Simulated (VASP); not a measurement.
Write the native input for VASP 6.6.1 that does the following.

```yaml
Task: single point
Functional: LDA
Potentials_or_basis: VASP PAW LDA potentials, release 64 (K_sv, Cl)
Cutoff: 500 eV
k_mesh: 6 × 6 × 6
Occupations: gaussian, width 0.1 eV
Spin: no spin polarisation
Dipole_correction: no
Further_INCAR_settings: ALGO = Normal; EDIFF = 1e-06; NBANDS = 15
```

The structure of KCl (vib) lies in POSCAR:

```
KCl
1.0
    0.0000000000      3.1341000000      3.1341000000
    3.1341000000      0.0000000000      3.1341000000
    3.1341000000      3.1341000000      0.0000000000
K Cl
1 1
Direct
    0.0000000000      0.0000000000      0.0000000000
    0.5000000000      0.5000000000      0.5000000000
```

These files were run (other wordings do the same):

INCAR

```
ALGO = Normal
EDIFF = 1E-6
ENCUT = 500
GGA = CA
GGA_COMPAT = False
ISIF = 2
ISMEAR = 0
LASPH = True
LCHARG = False
LREAL = False
LWAVE = False
NBANDS = 15
NELM = 120
PREC = Accurate
SIGMA = 0.1
```

KPOINTS

```
k-points
0
Gamma
  6 6 6
```

Potentials or basis: VASP PAW LDA potentials, release 64 (K_sv, Cl).

Launch:

```console
$ cat potpaw_LDA.64/K_sv/POTCAR potpaw_LDA.64/Cl/POTCAR > POTCAR
$ mpirun -np 1 vasp_std > vasp.out
```

Results of the run:

* Pressure: -1.8 GPa
* Band gap on the k mesh: 4.79 eV, direct

Run time: 13 s on 1 thread of Intel Xeon 8259CL, on a shared host, peak memory 0.15 GiB.
